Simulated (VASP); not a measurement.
Here is a VASP 6.6.1 calculation.

INCAR

```
ALGO     = Normal         # electronic algorithm
EDIFF    = 1E-6           # SCF threshold, eV
ENCUT    = 1000           # plane-wave cutoff, eV
GGA      = PS             # functional
GGA_COMPAT= False        
ISIF     = 2              # what is computed and relaxed
ISMEAR   = -1             # smearing method
LASPH    = True           # aspherical terms in the spheres
LCHARG   = True           # write CHGCAR
LELF     = True           # ELF
LREAL    = Auto         
LVHAR    = True         
LWAVE    = False          # write WAVECAR
NBANDS   = 76             # bands
NELM     = 120            # most SCF steps
PREC     = Accurate       # precision mode
SIGMA    = 0.05           # smearing width, eV
```

Contents of KPOINTS:

```
k-points
0
Gamma
  1 1 1
```

The input POSCAR:

```
H12C5O3
1.0
    7.6921100000     -0.7519810000      0.0361920000
   -0.7519810000      6.7995140000     -0.4225130000
    0.0361920000     -0.4225130000      6.1967470000
C H O
10 24 6
Direct
    0.7975010937      1.0644970262      0.8928879414
    0.8864430080      0.9354884833      0.7336549161
    0.3151463259      0.9616350338      0.7485375032
    0.4470446570      0.8375986470      0.6449378806
    0.9041083821      0.3648521032      0.4990252573
    0.2836273753      0.3344771408      0.0449680935
    0.5509190788      0.2992257940      0.4388250682
    0.1807992876      0.8767578932      0.2508087098
    0.6598938162      0.7291932101      0.2062228349
    0.9839203521      0.5750111833      0.8972674945
    0.7111949723      1.1184631661      0.7867233662
    0.7491342930      0.9901653799      1.0378582629
    0.8985093338      1.2015413706      0.9505871386
    1.0005050014      0.8888619086      0.8043971191
    0.7795873936      0.8199899970      0.6395035341
    0.9449334761      1.0331048512      0.6256349013
    0.1922691072      0.9418420437      0.6463361993
    0.2663816953      0.9184948620      0.9105156517
    0.3629378768      1.1264422868      0.7737932600
    0.5089761220      0.7870327336      0.7718099024
    0.3828127213      0.7208805311      0.5208582241
    0.5462973121      0.9429276914      0.5742896419
    0.8146574693      0.2251307149      0.5459536384
    1.0517471548      0.3827716278      0.5189595696
    0.3711874246      0.2486731054      0.1072875179
    0.3161827232      0.3711739048     -0.1270049407
    0.4574715170      0.3810294465      0.3869825709
    0.6014196647      0.3491856419      0.6021980392
    0.0967429644      0.9505208786      0.1579386905
    0.3290280848      0.9344911559      0.2569455357
    0.7212153665      0.6296959135      0.0704970661
    0.7499452488      0.8249637727      0.3342101751
    1.1226369756      0.6076993165      0.8325384890
    0.9434149673      0.6246194327      1.0706852734
    0.8469783319      0.4799213219      0.3879647108
    0.1633861208      0.3720986073      0.1610043509
    0.5646621034      0.1528518599      0.3121872891
    0.1196192833      0.7276452674      0.3329666878
    0.5006974549      0.7199512873      0.2063933764
    0.8602319371      0.4787989054      0.7943466544
```

Potentials or basis: VASP PAW PBE potentials, release 64 (C_h, H_h, O_h).

Run with:

```sh
$ cat potpaw_PBE.64/C_h/POTCAR potpaw_PBE.64/H_h/POTCAR potpaw_PBE.64/O_h/POTCAR > POTCAR
$ mpirun -np 1 vasp_gam > vasp.out
```

Question: Estimate the band gap on the k mesh.

Answer: 2.43 eV.

Question: Predict the pressure.

Answer: 4.4 GPa.

Question: Predict the largest force.

Answer: 2.974 eV/Å.

Stress tensor (GPa, compression positive):
```
4.17 0.71 0.64
0.71 5.11 1.37
0.64 1.37 3.91
```

Caveat: the k points lie up to 1.02 Å⁻¹ apart, too coarse for converged energies, forces and pressures; the atoms stand as in a frame of molecular dynamics; the PAW data sets were made with another functional, which shifts forces and pressure a little.
